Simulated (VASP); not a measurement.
# Ag (I4/mmm) in VASP: further runs

Ag is run at these levels: PBE; tasks: single point.

Everything below comes from runs of VASP 6.6.1. Logs are shortened: lines on timing, memory, paths and dates and some standing lists are left out, and cuts for length are marked.

### Step 1. The cell of the first run

The structure is tetragonal, space group I4/mmm (No. 139). The conventional cell has a = 2.889 Å, b = 2.889 Å, c = 4.147 Å, α = 90.00°, β = 90.00°, γ = 90.00°. Ag (site symmetry 4/mmm) has 12 Ag at 2.89 to 2.91 Å within 3.8 Å.

### Step 2. Single point, PBE (strain +0.000 along x and y, +0.015 along z)

INCAR reads:

```
  PREC = Accurate
  ENCUT = 520
  EDIFF = 1E-6
  ISMEAR = 0
  SIGMA = 0.15
  LREAL = False
  LASPH = True
  NELM = 100
  ALGO = Normal
  ISIF = 2
  LWAVE = False
  LCHARG = True
  GGA = PE
  LELF = True
  LVHAR = True
  NBANDS = 12
```

KPOINTS reads:

```
regular mesh
0
Gamma
  10 10 10
```

POSCAR reads:

```
Ag
1.0
    0.0000000000      2.0431000000      2.0737465000
    2.0431000000      0.0000000000      2.0737465000
    2.0431000000      2.0431000000      0.0000000000
Ag
1
Direct
    0.0000000000      0.0000000000      0.0000000000
```

Potentials or basis: VASP PAW PBE potentials, release 64 (Ag).

Launch:

```
> cat potpaw_PBE.64/Ag/POTCAR > POTCAR
> mpirun -np 1 vasp_std > vasp.out
```

OUTCAR:

```text
PREC = Accurate
   ENCUT = 520
   EDIFF = 1E-6
   ISMEAR = 0
   LREAL = False
   LASPH = True
   NELM = 100
   ISIF = 2
   GGA = PE

 ion  position               nearest neighbor table
   1  0.000  0.000  0.000-

  LATTYP: Found a body centered tetragonal cell.
 ALAT       =     2.8893797293
 C/A-ratio  =     1.4354267658

  Lattice vectors:

 A1 = (  -2.0431000000,   0.0000000000,   2.0737465000)
 A2 = (   2.0431000000,   0.0000000000,   2.0737465000)
 A3 = (   0.0000000000,   2.0431000000,  -2.0737465000)

Analysis of symmetry for initial positions (statically):
=====================================================================
 Subroutine PRICEL returns:
 Original cell was already a primitive cell.

 Routine SETGRP: Setting up the symmetry group for a
 body centered tetragonal supercell.

 Subroutine GETGRP returns: Found 16 space group operations
 (whereof 16 operations were pure point group operations)
 out of a pool of 16 trial point group operations.

The static configuration has the point symmetry D_4h.

Analysis of symmetry for dynamics (positions and initial velocities):
=====================================================================
 Subroutine PRICEL returns:
 Original cell was already a primitive cell.

 Routine SETGRP: Setting up the symmetry group for a
 body centered tetragonal supercell.

 Subroutine GETGRP returns: Found 16 space group operations
 (whereof 16 operations were pure point group operations)
 out of a pool of 16 trial point group operations.

The dynamic configuration has the point symmetry D_4h.

 Subroutine INISYM returns: Found 16 space group operations
 (whereof 16 operations are pure point group operations),
 and found     1 'primitive' translations

----------------------------------------------------------------------------------------

                                     Primitive cell

  volume of cell :      17.3127

  direct lattice vectors                    reciprocal lattice vectors
     0.000000000  2.043100000  2.073746500    -0.244726151  0.244726151  0.241109509
     2.043100000  0.000000000  2.073746500     0.244726151 -0.244726151  0.241109509
     2.043100000  2.043100000  0.000000000     0.244726151  0.244726151 -0.241109509

  length of vectors
     2.911130735  2.911130735  2.889379729     0.421800395  0.421800395  0.421800395

  position of ions in fractional coordinates (direct lattice)
     0.000000000  0.000000000  0.000000000

  ion indices of the primitive-cell ions
   primitive index   ion index
                 1           1

----------------------------------------------------------------------------------------

 KPOINTS: regular mesh

Automatic generation of k-mesh.
 Grid dimensions read from file:
 generate k-points for:   10   10   10

 Generating k-lattice:

  Cartesian coordinates                     Fractional coordinates (reciprocal lattice)
    -0.024472615  0.024472615  0.024110951     0.100000000  0.000000000  0.000000000
     0.024472615 -0.024472615  0.024110951     0.000000000  0.100000000  0.000000000
     0.024472615  0.024472615 -0.024110951     0.000000000  0.000000000  0.100000000

  Length of vectors
     0.042180040  0.042180040  0.042180040

  Shift w.r.t. Gamma in fractional coordinates (k-lattice)
     0.000000000  0.000000000  0.000000000

 Subroutine IBZKPT returns following result:
 ===========================================

 Found    102 irreducible k-points:

 Following reciprocal coordinates:
            Coordinates               Weight
  0.000000  0.000000  0.000000      1.000000
  0.100000 -0.000000  0.000000      8.000000
  0.200000 -0.000000  0.000000      8.000000
  0.300000  0.000000  0.000000      8.000000
  0.400000 -0.000000  0.000000      8.000000
  0.500000 -0.000000  0.000000      4.000000
[... 16 lines left out ...]
  0.300000  0.300000  0.000000      2.000000
  0.400000  0.300000  0.000000      8.000000
 [... further k-points ...]
   k-points           NKPTS =    102   k-points in BZ     NKDIM =    102   number of bands    NBANDS=     12
   number of dos      NEDOS =    301   number of ions     NIONS =      1
   total plane-waves  NPLWV =  13824
   dimension x,y,z NGX =    24 NGY =   24 NGZ =   24
   dimension x,y,z NGXF=    48 NGYF=   48 NGZF=   48
   ions per type =               1
   NGX,Y,Z   is equivalent  to a cutoff of  13.71, 13.71, 13.81 a.u.
   NGXF,Y,Z  is equivalent  to a cutoff of  27.41, 27.41, 27.62 a.u.
 SYSTEM =  unknown system
   PREC   = accura    normal or accurate (medium, high low for compatibility)
   ISTART =      0    job   : 0-new  1-cont  2-samecut
   ICHARG =      2    charge: 1-file 2-atom 10-const
   ISPIN  =      1    spin polarized calculation?
   LNONCOLLINEAR =      F non collinear calculations
   LSORBIT =      F    spin-orbit coupling
   LASPH  =      T    aspherical Exc in radial PAW
   ENCUT  =  520.0 eV  38.22 Ry    6.18 a.u.   5.41  5.41  5.37*2*pi/ulx,y,z
   NELM   =    100;   NELMIN=  2; NELMDL= -5     # of ELM steps
   EDIFF  = 0.1E-05   stopping-criterion for ELM
   LREAL  =      F    real-space projection
   EDIFFG = 0.1E-04   stopping-criterion for IOM
   NSW    =      0    number of steps for IOM
   IBRION =     -1    ionic relax: 0-MD 1-quasi-New 2-CG
   NFREE  =      0    steps in history (QN), initial steepest desc. (CG)
   ISIF   =      2    stress and relaxation
   ISYM   =      2    0-nonsym 1-usesym 2-fastsym
   POTIM  = 0.5000    time-step for ionic-motion
   TEBEG  =    0.0;   TEEND  =   0.0 temperature during run
   PSTRESS=    0.0 pullay stress
   NELECT =      11.0000    total number of electrons
   NUPDOWN=      -1.0000    fix difference up-down
   EMIN   =  10.00;   EMAX   =-10.00  energy-range for DOS
   EFERMI =   0.00;   METHOD = LEGACY
   ISMEAR =     0;   SIGMA  =   0.15  broadening in eV -4-tet -1-fermi 0-gaus
   EFERMI_NEDOS =   21; number of points for ismear=-14 and -15
   IALGO  =     38    algorithm
   IMIX   =      4    mixing-type and parameters
     AMIX     =   0.40;   BMIX     =  1.00
     AMIX_MAG =   1.60;   BMIX_MAG =  1.00
  volume/ion in A,a.u.               =      17.31       116.83
  Fermi-wavevector in a.u.,A,eV,Ry     =   1.407400  2.659600 26.950061  1.980774
  Thomas-Fermi vector in A             =   2.529663
   LORBIT       =      0    0 simple, 1 ext, 2 COOP (PROOUT), +10 PAW based schemes
   GGA     = PE    functional components
   LHFCALC =     F    Hartree Fock is set to
   AEXX    =    0.0000 exact exchange contribution
   IVDW    =     0    specifies the selected vdW correction
   LEPSILON=     F    determine dielectric tensor
   LRPA    =     F    only Hartree local field effects (RPA)
 non-spin polarized calculation
 Gauss-broadening in eV      SIGMA  =   0.15
  energy-cutoff  :      520.00
  volume of cell :       17.31
 maximum number of plane-waves:       487
 NGX is ok and might be reduce to    24
   NGX = 11   NGY = 11   NGZ = 11

 number of electron      10.9999998 magnetization

 Free energy of the ion-electron system (eV)
  ---------------------------------------------------
  ext. energy  EPLUGINS =         0.00000000
  ---------------------------------------------------
  free energy    TOTEN  =        -2.70110110 eV

  energy without entropy =       -2.69774544  energy(sigma->0) =       -2.69942327

 E-fermi :   8.1507     XC(G=0): -12.1180

 val. band max:        7.9920158121   @ k =  -0.3000   0.2000   0.1000
 cond. band min:       8.1943579256   @ k =   0.5000   0.3000   0.1000
 fundamental gap:      0.2023421135
 Fermi energy:         8.1507309498

 k-point     1 :       0.0000    0.0000    0.0000
  band No.  band energies     occupation
      1       0.5640      2.00000
      2       3.4109      2.00000
      3       3.5039      2.00000
      4       3.5039      2.00000
      5       4.4311      2.00000
      6       4.5256      2.00000
      7      24.2143      0.00000
      8      27.5746      0.00000
      9      27.7616      0.00000
     10      27.7616      0.00000
     11      32.4661      0.00000
     12      33.4567      0.00000

 k-point     2 :       0.1000   -0.0000    0.0000
  band No.  band energies     occupation
      1       0.8675      2.00000
      2       3.3986      2.00000
      3       3.5330      2.00000
      4       3.5828      2.00000
      5       4.4092      2.00000
      6       4.4946      2.00000
      7      24.0850      0.00000
      8      25.7043      0.00000
      9      27.7403      0.00000
     10      27.8605      0.00000
     11      31.8770      0.00000
     12      33.1108      0.00000

 k-point     3 :       0.2000   -0.0000    0.0000
  band No.  band energies     occupation
      1       1.6172      2.00000
      2       3.4236      2.00000
      3       3.6363      2.00000
      4       3.7075      2.00000
      5       4.4633      2.00000
      6       4.5128      2.00000
      7      21.1695      0.00000
      8      25.0044      0.00000
      9      27.7991      0.00000
     10      27.9199      0.00000
     11      30.7730      0.00000
     12      31.7768      0.00000
[... 286 lines left out ...]
 k-point    23 :       0.3000    0.3000    0.0000
  band No.  band energies     occupation
      1       2.3291      2.00000
      2       2.4587      2.00000
      3       4.6492      2.00000
      4       4.6492      2.00000
      5       4.9745      2.00000
      6       5.2223      2.00000
      7      21.5006      0.00000
      8      21.5822      0.00000
      9      21.5822      0.00000
     10      25.0604      0.00000
     11      25.6616      0.00000
     12      36.7391      0.00000

 k-point    24 :       0.4000    0.3000    0.0000
  band No.  band energies     occupation
      1       2.2655      2.00000
      2       2.4002      2.00000
      3       4.5437      2.00000
      4       4.7167      2.00000
      5       5.2099      2.00000
      6       6.9214      2.00000
      7      18.7486      0.00000
      8      19.4671      0.00000
      9      20.8102      0.00000
     10      25.2077      0.00000
     11      27.2969      0.00000
     12      36.7034      0.00000

 [... further k-points ...]

------------------------ aborting loop because EDIFF is reached ----------------------------------------

  FORCE on cell =-STRESS in cart. coord.  units (eV):
  Direction    XX          YY          ZZ          XY          YZ          ZX
  --------------------------------------------------------------------------------------
  -------------------------------------------------------------------------------------
  Total        0.3512569      0.3512569      0.3104811      0.0000000     -0.0000000     -0.0000000
  in kB       32.5065283     32.5065283     28.7329933      0.0000000     -0.0000000     -0.0000000
  external PRESSURE =      31.2486833 kB  Pullay stress =       0.0000000 kB

 VOLUME and BASIS-vectors are now :
 -----------------------------------------------------------------------------
  energy-cutoff  :      520.00
  volume of cell :       17.31
      direct lattice vectors                 reciprocal lattice vectors
     0.000000000  2.043100000  2.073746500    -0.244726151  0.244726151  0.241109509
     2.043100000  0.000000000  2.073746500     0.244726151 -0.244726151  0.241109509
     2.043100000  2.043100000  0.000000000     0.244726151  0.244726151 -0.241109509

 POSITION                                       TOTAL-FORCE (eV/Angst)
 -----------------------------------------------------------------------------------
      0.00000      0.00000      0.00000         0.000000     -0.000000      0.000000
 -----------------------------------------------------------------------------------
    total drift:                               -0.000000      0.000000      0.000000

  FREE ENERGIE OF THE ION-ELECTRON SYSTEM (eV)
  ---------------------------------------------------
  free  energy   TOTEN  =        -2.7011010970 eV

  energy  without entropy=       -2.6977454404  energy(sigma->0) =       -2.69942327
```

Wall time 15 s (1 thread of Intel Xeon Platinum 8259CL at 2.50GHz (Skylake/Cascade Lake), shared host); peak memory 0.15 GiB.

What came out:

| Item | Value |
| --- | --- |
| Free energy | -2.7011 eV |
| Pressure | 3.1 GPa |

Caveat: the cell differs from its parent crystal (strain +0.000 along x and y, +0.015 along z).

[end of part 1 of 2]
